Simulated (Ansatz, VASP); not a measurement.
## Ta: VASP beside Ansatz

```xyz
2
Lattice="2.9004 0.0000 0.0000 -1.4502 2.5118 0.0000 0.0000 0.0000 5.1663" Properties=species:S:1:pos:R:3 pbc="T T T"
Ta    1.4502    1.0623    3.8747
Ta    0.0000    1.6745    1.2916
```

Alike in both runs: task single point; functional PBEsol; k mesh 18 × 18 × 10; occupations gaussian, width 0.15 eV; no spin polarisation.

|  | VASP | Ansatz |
| --- | --- | --- |
| version | VASP 6.6.1 | Ansatz 0.2.0 |
| potentials or method | VASP PAW PBE potentials, release 64 (Ta_pv), cutoff 520 eV | scalar-relativistic, plane waves, PAW |
| valence electrons in the cell | 22 | 26 |

Ansatz gave:

```
gap on the k mesh at the Fermi level (eV)                     : none
pressure (GPa)                                                : -7.1
traceless stress, the component that is largest in VASP (GPa) : 4.62
rms of the force components (eV/Å)                            : 0.211
```

Problem. Estimate VASP's values.

Solution. gap on the k mesh at the Fermi level (eV): none; pressure (GPa): -7.0; traceless stress, the component that is largest in VASP (GPa): 4.60; rms of the force components (eV/Å): 0.212.

VASP's potentials were made for PBE, not for PBEsol. Atom by atom the forces differ by 0.000 eV/Å (rms over components). A gap of «none» marks a metal or a gap that the smearing closes. The functional is the same, so the differences come from potentials, cutoffs and numerics. VASP's potentials hold 22 valence electrons a cell and Ansatz's 26, so a difference there can come from the potentials and not from the codes.

Spin-orbit coupling is off throughout.
